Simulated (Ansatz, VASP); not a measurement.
One calculation of CdI2, two programs

File INCAR:

```
PREC     = Accurate       # precision mode
ENCUT    = 500            # plane-wave cutoff, eV
EDIFF    = 1E-6           # SCF threshold, eV
ISMEAR   = 0              # smearing method
SIGMA    = 0.05           # smearing width, eV
LREAL    = False          # projectors in reciprocal space
LASPH    = True           # aspherical terms in the spheres
NELM     = 120            # most SCF steps
ALGO     = Normal         # electronic algorithm
ISIF     = 2              # what is computed and relaxed
LWAVE    = False          # write WAVECAR
LCHARG   = False          # write CHGCAR
GGA      = PE             # functional
IVDW     = 12             # dispersion correction
NBANDS   = 20             # bands
GGA_COMPAT= False
```

File KPOINTS:

```
Automatic mesh
0
Gamma
  9 9 6
```

File POSCAR:

```
CdI2
1.0
    4.4802507338      0.0000000000      0.0000000000
   -2.2401253669      3.8800109508      0.0000000000
    0.0000000000      0.0000000000      6.1546980793
Cd I
1 2
Direct
    0.0000000000      0.0000000000      0.0000000000
    0.3333333333      0.6666666667      0.2492000000
    0.6666666667      0.3333333333      0.7508000000
```

Input for Ansatz:

```yaml
crystal:
  lattice:
    - [4.4802507338, 0.0, 0.0]
    - [-2.2401253669, 3.8800109508, 0.0]
    - [0.0, 0.0, 6.1546980793]
  atoms:
    - { symbol: Cd, position: [0.0, 0.0, 0.0] }
    - { symbol: I, position: [0.3333333333, 0.6666666667, 0.2492] }
    - { symbol: I, position: [0.6666666667, 0.3333333333, 0.7508] }
basis:
  ecutwfc: 420
kpoints:
  mp_grid: { grid: [9, 9, 6] }
hamiltonian:
  xc: pbe
  dispersion: d3bj
scf:
  occupations: { method: gaussian, width: 0.05 }
output:
  forces: true
  stress: true
  eigenvalues: true
```

Alike in both runs: task single point; functional PBE; dispersion D3(BJ); k mesh 9 × 9 × 6; occupations gaussian, width 0.05 eV; no spin polarisation.

|  | VASP | Ansatz |
| --- | --- | --- |
| version | VASP 6.6.1 | Ansatz 0.2.0 |
| potentials or method | VASP PAW PBE potentials, release 64 (Cd, I), cutoff 500 eV | scalar-relativistic, plane waves, PAW |
| valence electrons in the cell | 26 | 54 |

VASP gave:

* gap on the k mesh at the Fermi level (eV): 1.59
* least direct gap on the mesh (eV): 1.59
* pressure (GPa): 0.2
* traceless stress, the component that is largest in VASP (GPa): 2.07
* rms of the force components (eV/Å): 0.171

Problem. What did Ansatz give for the same quantities?

Solution. gap on the k mesh at the Fermi level (eV): 1.61; least direct gap on the mesh (eV): 1.61; pressure (GPa): 0.1; traceless stress, the component that is largest in VASP (GPa): 2.10; rms of the force components (eV/Å): 0.163.

Atom by atom the forces differ by 0.008 eV/Å (rms over components). VASP's potentials hold 26 valence electrons a cell and Ansatz's 54, so a difference there can come from the potentials and not from the codes.

Neither program's run includes spin-orbit coupling.
